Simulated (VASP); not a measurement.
# Au (Im-3m) in VASP: notebook, part 2 of 2

VASP 6.6.1. The steps go on from the part before.

**4. Single point, PBEsol**

This run uses another cell than the first one, of 15.62 Å³/atom, 1.064 times its volume.

File INCAR:

```
SYSTEM = Au
PREC = Accurate ; ENCUT = 500
EDIFF = 1E-6 ; ISMEAR = -1
SIGMA = 0.05 ; LREAL = .False.
LASPH = .True. ; NELM = 120
ALGO = Normal ; ISIF = 2
LWAVE = .False. ; LCHARG = .True.
GGA = PS ; LELF = .True.
LVHAR = .True. ; NBANDS = 12
GGA_COMPAT = .False.
```

File KPOINTS:

```
regular mesh
0
Gamma
  9 9 9
  0 0 0
```

File POSCAR:

```
Au
1.0
    1.5747845271      1.5747845271      1.5747845271
   -1.5747845271      1.5747845271      1.5747845271
   -1.5747845271     -1.5747845271      1.5747845271
Au
1
Direct
    0.0000000000      0.0000000000      0.0000000000
```

Potentials or basis: VASP PAW PBE potentials, release 64 (Au).

Launch:

```bash
> cat potpaw_PBE.64/Au/POTCAR > POTCAR
> mpirun -np 1 vasp_std > vasp.out
```

OUTCAR:

```text
SYSTEM = Au
   PREC = Accurate
   ENCUT = 500
   EDIFF = 1E-6
   ISMEAR = -1
   LREAL = .False.
   LASPH = .True.
   NELM = 120
   ISIF = 2
   GGA = PS

 ion  position               nearest neighbor table
   1  0.000  0.000  0.000-

  LATTYP: Found a body centered cubic cell.
 ALAT       =     3.1495690542

  Lattice vectors:

 A1 = (   1.5747845271,  -1.5747845271,  -1.5747845271)
 A2 = (   1.5747845271,   1.5747845271,   1.5747845271)
[... 538 lines left out ...]
     12      38.3384      0.00000

 [... further k-points ...]

------------------------ aborting loop because EDIFF is reached ----------------------------------------

  FORCE on cell =-STRESS in cart. coord.  units (eV):
  Direction    XX          YY          ZZ          XY          YZ          ZX
  --------------------------------------------------------------------------------------
  -------------------------------------------------------------------------------------
  Total        1.9181099      1.9181099      1.9181099     -0.0000000      0.0000000     -0.0000000
  in kB      196.7255046    196.7255046    196.7255046     -0.0000000      0.0000000     -0.0000000
  external PRESSURE =     196.7255046 kB  Pullay stress =       0.0000000 kB

 VOLUME and BASIS-vectors are now :
 -----------------------------------------------------------------------------
  energy-cutoff  :      500.00
  volume of cell :       15.62
      direct lattice vectors                 reciprocal lattice vectors
     1.574784527  1.574784527  1.574784527     0.317503755  0.000000000  0.317503755
    -1.574784527  1.574784527  1.574784527    -0.317503755  0.317503755  0.000000000
    -1.574784527 -1.574784527  1.574784527     0.000000000 -0.317503755  0.317503755

 POSITION                                       TOTAL-FORCE (eV/Angst)
 -----------------------------------------------------------------------------------
      0.00000      0.00000      0.00000        -0.000000      0.000000     -0.000000
 -----------------------------------------------------------------------------------
    total drift:                               -0.000000      0.000000      0.000000

  FREE ENERGIE OF THE ION-ELECTRON SYSTEM (eV)
  ---------------------------------------------------
  free  energy   TOTEN  =        -3.8136055235 eV

  energy  without entropy=       -3.8075203446  energy(sigma->0) =       -3.81056293
```

stdout:

```text
POSCAR found type information on POSCAR Au
 POSCAR found :  1 types and       1 ions
 scaLAPACK will be used
 -----------------------------------------------------------------------------
|                                                                             |
|                                                                             |
|     You enforced a specific xc type in the INCAR file but a different       |
|     I HOPE YOU KNOW WHAT YOU ARE DOING!                                     |
|                                                                             |
 -----------------------------------------------------------------------------

 LDA part: xc-table for (Slater+PW92), standard interpolation
 POSCAR, INCAR and KPOINTS ok, starting setup
 FFT: planning ... GRIDC
 FFT: planning ... GRID_SOFT
 FFT: planning ... GRID
 WAVECAR not read
 entering main loop
```

Wall time 3.9 s (1 thread of Intel Xeon Platinum 8488C (Sapphire Rapids), shared host); peak memory 0.13 GiB.

What came out:

```yaml
Free_energy: -3.8136 eV
Pressure: 19.7 GPa
```

Caveat: the PAW data sets were made with another functional, which shifts forces and pressure a little; spin-orbit coupling is left out, which moves the levels of the heavy elements.

**5. Single point, PBEsol**

This run uses another cell than the first one, of 17.12 Å³/atom, 1.166 times its volume.

File INCAR:

```
PREC = Accurate
ENCUT = 500
EDIFF = 1E-6
ISMEAR = -1
SIGMA = 0.05
LREAL = False
LASPH = True
NELM = 120
ALGO = Normal
ISIF = 2
LWAVE = False
LCHARG = False
GGA = PS
NBANDS = 12
GGA_COMPAT = False
```

File KPOINTS:

```
regular mesh
0
Gamma
  9 9 9
```

File POSCAR:

```
Au
1.0
    1.6237642016      1.6237642016      1.6237642016
   -1.6237642016      1.6237642016      1.6237642016
   -1.6237642016     -1.6237642016      1.6237642016
Au
1
Direct
    0.0000000000      0.0000000000      0.0000000000
```

Launch:

```bash
> cat potpaw_PBE.64/Au/POTCAR > POTCAR
> mpirun -np 1 vasp_std > vasp.out
```

Run time: 4 s. Hardware: 1 thread of Intel Xeon Platinum 8488C (Sapphire Rapids), shared host; peak memory 0.14 GiB.

The run converged. Its results:

```yaml
Free_energy: -3.8969 eV
Pressure: -0.2 GPa
```

Levels at points of the mesh, in eV from the Fermi level:
```
           k point  band 3  band 4  band 5  band 6  band 7  band 8  band 9  band 10
(0.00, 0.00, 0.00)   -4.66   -4.66   -2.73   -2.73   16.65   16.65   16.65    24.38
```

Caveat: the PAW data sets were made with another functional, which shifts forces and pressure a little; spin-orbit coupling is left out, which moves the levels of the heavy elements.

**6. Relaxation of cell and atoms, PBEsol**

This run uses another cell than the first one, of 16.85 Å³/atom, 1.147 times its volume.

File INCAR:

```
PREC = Accurate ; ENCUT = 500
EDIFF = 1E-7 ; ISMEAR = -1
SIGMA = 0.05 ; LREAL = F
LASPH = T ; NELM = 120
ALGO = Normal ; ISIF = 3
LWAVE = F ; LCHARG = F
GGA = PS ; IBRION = 2
NSW = 50 ; EDIFFG = -0.02
GGA_COMPAT = F ; NELMIN = 4
```

KPOINTS is that of step 5.

File POSCAR:

```
Au
1.0
    1.6150000000      1.6150000000      1.6150000000
   -1.6150000000      1.6150000000      1.6150000000
   -1.6150000000     -1.6150000000      1.6150000000
Au
1
Direct
    0.0000000000      0.0000000000      0.0000000000
```

Potentials or basis: VASP PAW PBE potentials, release 64 (Au).

Launch:

```bash
> cat potpaw_PBE.64/Au/POTCAR > POTCAR
> mpirun -np 1 vasp_std > vasp.out
```

Run time: 7.5 s. Hardware: 1 thread of Intel Xeon Platinum 8488C (Sapphire Rapids), shared host; peak memory 0.13 GiB.

The run converged. Its results:

```
Free energy                            : -3.8967 eV
Relaxed volume                         : 17.10 Å³/atom
Relaxed cell                           : a = 2.811 Å, b = 2.811 Å, c = 2.811 Å, α = 70.53°, β = 109.47°, γ = 70.53°
Space group after relaxing (to 0.05 Å) : Im-3m (No. 229)
Energy gained by relaxing              : 2.0 meV/atom
Ionic steps                            : 3
Pressure after relaxing                : 0.0 GPa
```

Step by step:
| step | energy change (eV) | largest force (eV/Å) | pressure (GPa) | volume (Å³) |
| --- | --- | --- | --- | --- |
| 1 | 0.0000 | 0.0000 | 2.59 | 16.85 |
| 2 | 0.0032 | 0.0000 | -3.82 | 17.52 |
| 3 | -0.0020 | 0.0000 | -0.01 | 17.10 |

Final structure:
```
Au
1.0
     1.62304    1.62304    1.62304
    -1.62304    1.62304    1.62304
    -1.62304   -1.62304    1.62304
Au
1
Direct
  0.00000 0.00000 0.00000
```

Levels at points of the mesh, in eV from the Fermi level:
| k point | band 2 | band 3 | band 4 | band 5 | band 6 | band 7 | band 8 | band 9 |
| --- | --- | --- | --- | --- | --- | --- | --- | --- |
| (0.00, 0.00, 0.00) | -4.67 | -4.67 | -4.67 | -2.73 | -2.73 | 16.65 | 16.65 | 16.65 |

Caveat: the PAW data sets were made with another functional, which shifts forces and pressure a little; spin-orbit coupling is left out, which moves the levels of the heavy elements.

**7. Overview**

```tsv
task	cell	gap on the mesh (eV)	pressure (GPa)
single point	a = 2.672 Å, angles 70.5, 109.5, 70.5°, 1 atom	none	39.6
single point	a = 2.630 Å, angles 70.5, 109.5, 70.5°, 1 atom	none	59.7
single point	a = 2.728 Å, angles 70.5, 109.5, 70.5°, 1 atom	none	19.7
single point	a = 2.812 Å, angles 70.5, 109.5, 70.5°, 1 atom	none	-0.2
relaxation of cell and atoms	relaxed from a = 2.797 Å, angles 70.5, 109.5, 70.5°, 1 atom	none	0.0
```

Alike in all rows: level PBEsol; potentials or basis VASP PAW PBE potentials, release 64 (Au); no spin polarisation; k mesh 9 × 9 × 9; cutoff (eV) 500; smearing fermi-dirac 0.05 eV.

Caveats: the PAW data sets were made with another functional, which shifts forces and pressure a little; spin-orbit coupling is left out, which moves the levels of the heavy elements.

Total energies depend on the potentials used, so only differences within one code and one set of settings carry meaning.
